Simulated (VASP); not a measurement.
Write the native input for VASP 6.6.1 that does the following.

- Task: single point
- Functional: PBE
- Potentials or basis: VASP PAW PBE potentials, release 64 (Cu, I)
- Cutoff: 520 eV
- k mesh: 6 × 6 × 4
- Occupations: gaussian, width 0.01 eV
- Spin: no spin polarisation
- Dipole correction: no
- Further INCAR settings: ALGO = Normal; EDIFF = 1e-06; NBANDS = 26

The structure of CuI lies in POSCAR:

```
CuI
1.0
    4.3457507201      0.0000000000      0.0000000000
   -2.1728753600      3.7635305221      0.0000000000
    0.0000000000      0.0000000000      8.0139458256
Cu I
2 2
Direct
    0.3333333333      0.6666666667      0.2500000000
    0.6666666667      0.3333333333      0.7500000000
    0.6666666667      0.3333333333      0.2500000000
    0.3333333333      0.6666666667      0.7500000000
```

These files were run (other wordings do the same):

INCAR

```
  ALGO = Normal
  EDIFF = 1E-6
  ENCUT = 520
  GGA = PE
  ISIF = 2
  ISMEAR = 0
  LASPH = T
  LCHARG = T
  LELF = T
  LREAL = F
  LVHAR = T
  LWAVE = F
  NBANDS = 26
  NELM = 100
  PREC = Accurate
  SIGMA = 0.01
```

KPOINTS

```
k-points
0
Gamma
  6 6 4
```

Potentials or basis: VASP PAW PBE potentials, release 64 (Cu, I).

Command:

```console
$ cat potpaw_PBE.64/Cu/POTCAR potpaw_PBE.64/I/POTCAR > POTCAR
$ mpirun -np 1 vasp_std > vasp.out
```

It gave:

| Quantity | Value |
| --- | --- |
| Pressure | 1.1 GPa |
| Band gap on the k mesh | 1.24 eV |

Caveat: spin-orbit coupling is left out, which moves the levels of the heavy elements.

Run time: 110 s on 1 thread of Intel Xeon 8259CL, with other jobs on the host, peak memory 0.27 GiB.
